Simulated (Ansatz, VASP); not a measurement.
Two plane-wave programs on Fe

```
Fe
1.0
     0.00000    1.76804    1.76804
     1.76804    0.00000    1.76804
     1.76804    1.76804    0.00000
Fe
1
Direct
  0.00000 0.00000 0.00000
```

Alike in both runs: task single point; functional PBEsol; k mesh 18 × 18 × 18; occupations fermi-dirac, width 0.05 eV; collinear spin.

```csv
,VASP,Ansatz
version,VASP 6.6.1,Ansatz 0.2.0
potentials or method,"VASP PAW PBE potentials, release 64 (Fe), cutoff 520 eV","plane waves (420 eV) with PAW, scalar-relativistic"
valence electrons in the cell,8,16
```

VASP gave:

- pressure (GPa): -18.9
- net moment per atom (μB): 1.20
- size of the moment on the site where the two differ most (μB): 1.19

**Question.** Estimate Ansatz's values.

**Answer.** Pressure (GPa): -19.5; net moment per atom (μB): 1.15; size of the moment on the site where the two differ most (μB): 1.17.

VASP's potentials were made for PBE, not for PBEsol, and Ansatz warns of the same on its side. Site moments also hang on the region over which each program counts them. VASP's potentials hold 8 valence electrons a cell and Ansatz's 16, so a difference there can come from the potentials and not from the codes.
